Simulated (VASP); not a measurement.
# Sn2HO2 in VASP: single point with PBE+D3(BJ)

Aim: the single point of Sn2HO2 with PBE+D3(BJ).

Program: VASP 6.6.1. These are calculated values, not measurements. Logs are shortened: lines on timing, memory, paths and dates and some standing lists are left out, and cuts for length are marked.

## (1) The cell of the first run

The cell holds a slab with vacuum, 5 atoms: a = 3.820 Å, b = 3.820 Å, c = 17.863 Å, α = 90.00°, β = 90.00°, γ = 90.00°.

## (2) Single point, PBE+D3(BJ), collinear spin, ferromagnetic start

Input file INCAR:

```
SYSTEM = Sn2HO2
ALGO     = Normal         ! electronic algorithm
DIPOL    = 0.5 0.5 0.326
EDIFF    = 1E-6           ! SCF threshold, eV
ENCUT    = 520            ! plane-wave cutoff, eV
GGA      = PE             ! functional
IDIPOL   = 3            
ISIF     = 2              ! what is computed and relaxed
ISMEAR   = 0              ! smearing method
ISPIN    = 2              ! spin polarisation
IVDW     = 12             ! dispersion correction
LASPH    = .TRUE.         ! aspherical terms in the spheres
LCHARG   = .FALSE.        ! write CHGCAR
LDIPOL   = .TRUE.       
LORBIT   = 11             ! projections on sites
LREAL    = .FALSE.        ! projectors in reciprocal space
LWAVE    = .FALSE.        ! write WAVECAR
MAGMOM   = 0 0 0 0 1      ! initial moments
NBANDS   = 32             ! bands
NELM     = 150            ! most SCF steps
PREC     = Accurate       ! precision mode
SIGMA    = 0.05           ! smearing width, eV
```

Input file KPOINTS:

```
k-points
0
G
  7 7 1
  0 0 0
```

Input file POSCAR:

```
Sn2HO2
1.0
    3.8201526293      0.0003049820      0.0000000000
   -0.0003049820      3.8201526293      0.0000000000
    0.0000000000      0.0000000000     17.8630377374
Sn O H
2 2 1
Direct
    0.9999456088      0.9999456088      0.2239260790
    0.4999456088      0.4999456088      0.3562125228
    0.9999456088      0.4999456088      0.2900693009
    0.4999456088      0.9999456088      0.2900693009
    0.4999456088      0.4999456088      0.4688720688
```

Potentials or basis: VASP PAW PBE potentials, release 64 (Sn_d, O, H).

Launch:

```console
cat potpaw_PBE.64/Sn_d/POTCAR potpaw_PBE.64/O/POTCAR potpaw_PBE.64/H/POTCAR > POTCAR
mpirun -np 1 vasp_std > vasp.out
```

OUTCAR:

```text
SYSTEM = Sn2HO2
   EDIFF = 1E-6
   ENCUT = 520
   GGA = PE
   ISIF = 2
   ISMEAR = 0
   ISPIN = 2
   IVDW = 12
   LASPH = .TRUE.
   LORBIT = 11
   LREAL = .FALSE.
   NELM = 150
   PREC = Accurate
 IVDW          = 12

 ion  position               nearest neighbor table
   1  1.000  1.000  0.224-   3 2.25   4 2.25   3 2.25   4 2.25   2 3.59   2 3.59   2 3.59   2 3.59

   2  0.500  0.500  0.356-   5 2.01   4 2.25   3 2.25   4 2.25   3 2.25   1 3.59   1 3.59   1 3.59
                             1 3.59
   3  1.000  0.500  0.290-   1 2.25   2 2.25   1 2.25   2 2.25
   4  0.500  1.000  0.290-   1 2.25   2 2.25   2 2.25   1 2.25
   5  0.500  0.500  0.469-   2 2.01

  LATTYP: Found a simple tetragonal cell.
 ALAT       =     3.8201526415
 C/A-ratio  =     4.6760010434

  Lattice vectors:

 A1 = (   3.8201526293,   0.0003049820,   0.0000000000)
 A2 = (  -0.0003049820,   3.8201526293,   0.0000000000)
 A3 = (   0.0000000000,   0.0000000000,  17.8630377374)

Analysis of symmetry for initial positions (statically):
=====================================================================
 Subroutine PRICEL returns:
 Original cell was already a primitive cell.

 Routine SETGRP: Setting up the symmetry group for a
 simple tetragonal supercell.

 Subroutine GETGRP returns: Found  8 space group operations
 (whereof  2 operations were pure point group operations)
 out of a pool of 16 trial point group operations.

The static configuration has the point symmetry C_1h.
 The point group associated with its full space group is C_4v.

Analysis of symmetry for dynamics (positions and initial velocities):
=====================================================================
 Subroutine PRICEL returns:
 Original cell was already a primitive cell.

 Routine SETGRP: Setting up the symmetry group for a
 simple tetragonal supercell.

 Subroutine GETGRP returns: Found  8 space group operations
 (whereof  2 operations were pure point group operations)
 out of a pool of 16 trial point group operations.

The dynamic configuration has the point symmetry C_1h.
 The point group associated with its full space group is C_4v.

Analysis of structural, dynamic, and magnetic symmetry:
=====================================================================
 Subroutine PRICEL returns:
 Original cell was already a primitive cell.

 Routine SETGRP: Setting up the symmetry group for a
 simple tetragonal supercell.

 Subroutine GETGRP returns: Found  8 space group operations
 (whereof  2 operations were pure point group operations)
 out of a pool of 16 trial point group operations.

The overall configuration has the point symmetry C_1h.
 The point group associated with its full space group is C_4v.

 Subroutine INISYM returns: Found  8 space group operations
 (whereof  2 operations are pure point group operations),
 and found     1 'primitive' translations

----------------------------------------------------------------------------------------

                                     Primitive cell

  volume of cell :     260.6854

  direct lattice vectors                    reciprocal lattice vectors
     3.820152629  0.000304982  0.000000000     0.261769644  0.000020898  0.000000000
    -0.000304982  3.820152629  0.000000000    -0.000020898  0.261769644  0.000000000
     0.000000000  0.000000000 17.863037737     0.000000000  0.000000000  0.055981520

  length of vectors
     3.820152641  3.820152641 17.863037737     0.261769645  0.261769645  0.055981520

  position of ions in fractional coordinates (direct lattice)
     0.999945609  0.999945609  0.223926079
     0.499945609  0.499945609  0.356212523
     0.999945609  0.499945609  0.290069301
     0.499945609  0.999945609  0.290069301
     0.499945609  0.499945609  0.468872069

  ion indices of the primitive-cell ions
   primitive index   ion index
                 1           1
                 2           2
                 3           3
                 4           4
[... 35 lines left out ...]
  0.285714  0.142857  0.000000      8.000000
  0.428571  0.142857  0.000000      8.000000
  0.285714  0.285714  0.000000      4.000000
  0.428571  0.285714  0.000000      8.000000
  0.428571  0.428571  0.000000      4.000000
   k-points           NKPTS =     10   k-points in BZ     NKDIM =     10   number of bands    NBANDS=     32
   number of dos      NEDOS =    301   number of ions     NIONS =      5
   total plane-waves  NPLWV = 109760
   dimension x,y,z NGX =    28 NGY =   28 NGZ =  140
   dimension x,y,z NGXF=    56 NGYF=   56 NGZF=  280
   ions per type =               2   2   1
   NGX,Y,Z   is equivalent  to a cutoff of  12.19, 12.19, 13.03 a.u.
   NGXF,Y,Z  is equivalent  to a cutoff of  24.37, 24.37, 26.06 a.u.
 SYSTEM =  Sn2HO2
   PREC   = accura    normal or accurate (medium, high low for compatibility)
   ISTART =      0    job   : 0-new  1-cont  2-samecut
   ICHARG =      2    charge: 1-file 2-atom 10-const
   ISPIN  =      2    spin polarized calculation?
   LNONCOLLINEAR =      F non collinear calculations
   LSORBIT =      F    spin-orbit coupling
   LASPH  =      T    aspherical Exc in radial PAW
   ENCUT  =  520.0 eV  38.22 Ry    6.18 a.u.   7.10  7.10 33.21*2*pi/ulx,y,z
   NELM   =    150;   NELMIN=  2; NELMDL= -5     # of ELM steps
   EDIFF  = 0.1E-05   stopping-criterion for ELM
   LREAL  =      F    real-space projection
   EDIFFG = 0.1E-04   stopping-criterion for IOM
   NSW    =      0    number of steps for IOM
   IBRION =     -1    ionic relax: 0-MD 1-quasi-New 2-CG
   NFREE  =      0    steps in history (QN), initial steepest desc. (CG)
   ISIF   =      2    stress and relaxation
   ISYM   =      2    0-nonsym 1-usesym 2-fastsym
   POTIM  = 0.5000    time-step for ionic-motion
   TEBEG  =    0.0;   TEEND  =   0.0 temperature during run
   PSTRESS=    0.0 pullay stress
   NELECT =      41.0000    total number of electrons
   NUPDOWN=      -1.0000    fix difference up-down
   EMIN   =  10.00;   EMAX   =-10.00  energy-range for DOS
   EFERMI =   0.00;   METHOD = LEGACY
   ISMEAR =     0;   SIGMA  =   0.05  broadening in eV -4-tet -1-fermi 0-gaus
   EFERMI_NEDOS =   21; number of points for ismear=-14 and -15
   IALGO  =     38    algorithm
   IMIX   =      4    mixing-type and parameters
     AMIX     =   0.40;   BMIX     =  1.00
     AMIX_MAG =   1.60;   BMIX_MAG =  1.00
  volume/ion in A,a.u.               =      52.14       351.84
  Fermi-wavevector in a.u.,A,eV,Ry     =   0.883684  1.669921 10.624765  0.780898
  Thomas-Fermi vector in A             =   2.004484
   LORBIT       =     11    0 simple, 1 ext, 2 COOP (PROOUT), +10 PAW based schemes
   GGA     = PE    functional components
   LHFCALC =     F    Hartree Fock is set to
   AEXX    =    0.0000 exact exchange contribution
   IVDW    =    12    specifies the selected vdW correction
   LEPSILON=     F    determine dielectric tensor
   LRPA    =     F    only Hartree local field effects (RPA)
 spin polarized calculation
 Gauss-broadening in eV      SIGMA  =   0.05
  energy-cutoff  :      520.00
  volume of cell :      260.69
 maximum number of plane-waves:      7046
   NGX = 15   NGY = 15   NGZ = 67

 dipolmoment           0.000000      0.000000     -0.025007 electrons x Angstroem

 number of electron      40.9999984 magnetization       0.7939599

 dipolmoment           0.000000      0.000000      0.102699 electrons x Angstroem

 Free energy of the ion-electron system (eV)
  ---------------------------------------------------
  ext. energy  EPLUGINS =         0.00000000
  ---------------------------------------------------
  free energy    TOTEN  =       -23.82872706 eV

  energy without entropy =      -23.82718673  energy(sigma->0) =      -23.82795690

 E-fermi :  -0.4979     XC(G=0):  -3.7855

 val. band max:       -0.5359274949   @ k =   0.4286   0.2857   0.0000
 cond. band min:      -0.4257314444   @ k =   0.4286   0.4286   0.0000
 fundamental gap:      0.1101960505
 Fermi energy:        -0.4979392861

 spin component 1

 k-point     1 :       0.0000    0.0000    0.0000
  band No.  band energies     occupation
      1     -23.5018      1.00000
      2     -23.1780      1.00000
      3     -23.1282      1.00000
      4     -23.1282      1.00000
      5     -23.1095      1.00000
      6     -23.0579      1.00000
[... 339 lines left out ...]
     31       6.5234      0.00000
     32       6.6549      0.00000
 Fermi energy:        -0.4979392861

 spin component 2

 k-point     1 :       0.0000    0.0000    0.0000
  band No.  band energies     occupation
      1     -23.4441      1.00000
      2     -23.1090      1.00000
      3     -23.0816      1.00000
      4     -23.0816      1.00000
      5     -23.0558      1.00000
      6     -23.0389      1.00000
[... 339 lines left out ...]
     31       6.7928      0.00000
     32       6.9321      0.00000

------------------------ aborting loop because EDIFF is reached ----------------------------------------

 vacuum level on the upper side and lower side of the slab       (xc-potential included)         0.621        -0.616

 Edisp (eV)   -0.59298

 E8    (eV) :    -0.2605

  FORCE on cell =-STRESS in cart. coord.  units (eV):
  Direction    XX          YY          ZZ          XY          YZ          ZX
  --------------------------------------------------------------------------------------
  -------------------------------------------------------------------------------------
  Total       1.62636     1.62636    -0.30618    -0.00000     0.00000     0.00000
  in kB       9.99564     9.99564    -1.88178    -0.00000     0.00000     0.00000
  external pressure =        6.04 kB  Pullay stress =        0.00 kB

 VOLUME and BASIS-vectors are now :
 -----------------------------------------------------------------------------
  energy-cutoff  :      520.00
  volume of cell :      260.69
      direct lattice vectors                 reciprocal lattice vectors
     3.820152629  0.000304982  0.000000000     0.261769644  0.000020898  0.000000000
    -0.000304982  3.820152629  0.000000000    -0.000020898  0.261769644  0.000000000
     0.000000000  0.000000000 17.863037737     0.000000000  0.000000000  0.055981520

 POSITION                                       TOTAL-FORCE (eV/Angst)
 -----------------------------------------------------------------------------------
      3.81964      3.82025      4.00000        -0.000000     -0.000000     -0.227791
      1.90972      1.91002      6.36304        -0.000000     -0.000000     -0.475458
      3.81979      1.91017      5.18152         0.000000      0.000000      0.341361
      1.90956      3.82010      5.18152         0.000000      0.000000      0.341361
      1.90972      1.91002      8.37548        -0.000000     -0.000000      0.020526
 -----------------------------------------------------------------------------------
    total drift:                               -0.000001     -0.000001      0.001243

  FREE ENERGIE OF THE ION-ELECTRON SYSTEM (eV)
  ---------------------------------------------------
  free  energy   TOTEN  =       -24.4217023793 eV

  energy  without entropy=      -24.4201620458  energy(sigma->0) =      -24.42093221

 vacuum level on the upper side and lower side of the slab         4.017         2.744

 total charge

# of ion       s       p       d       tot
------------------------------------------
    1        1.282   0.762  10.054  12.098
    2        1.230   0.806  10.071  12.107
    3        1.586   3.414   0.000   4.999
    4        1.586   3.414   0.000   4.999
    5        0.457   0.005   0.000   0.462
--------------------------------------------------
tot          6.141   8.400  20.124  34.666

 magnetization (x)

# of ion       s       p       d       tot
------------------------------------------
    1        0.003   0.011   0.001   0.015
    2        0.146  -0.010   0.008   0.144
    3        0.009   0.074   0.000   0.083
    4        0.009   0.074   0.000   0.083
    5        0.169  -0.000   0.000   0.169
--------------------------------------------------
tot          0.335   0.149   0.009   0.493
```

Wall time 5.8 min (1 thread of Oxide Virtual Turin-like, shared host); peak memory 0.43 GiB.

Results:

```
Free energy                                           : -24.4217 eV
Largest force                                         : 0.475 eV/Å
Net moment                                            : 0.79 μB per cell
Site moments                                          : Sn +0.01, +0.14; O +0.08; H +0.17 μB
Valence electrons inside the program's atomic spheres : Sn 12.10, 12.11; O 5.00; H 0.46
Dispersion energy per atom                            : -0.119 eV
```

Forces on the atoms (eV/Å):
```
Sn   0.000  0.000 -0.228
Sn   0.000  0.000 -0.475
O    0.000  0.000  0.341
O    0.000  0.000  0.341
H    0.000  0.000  0.021
```

Caveat: spin-orbit coupling is left out, which moves the levels of the heavy elements.
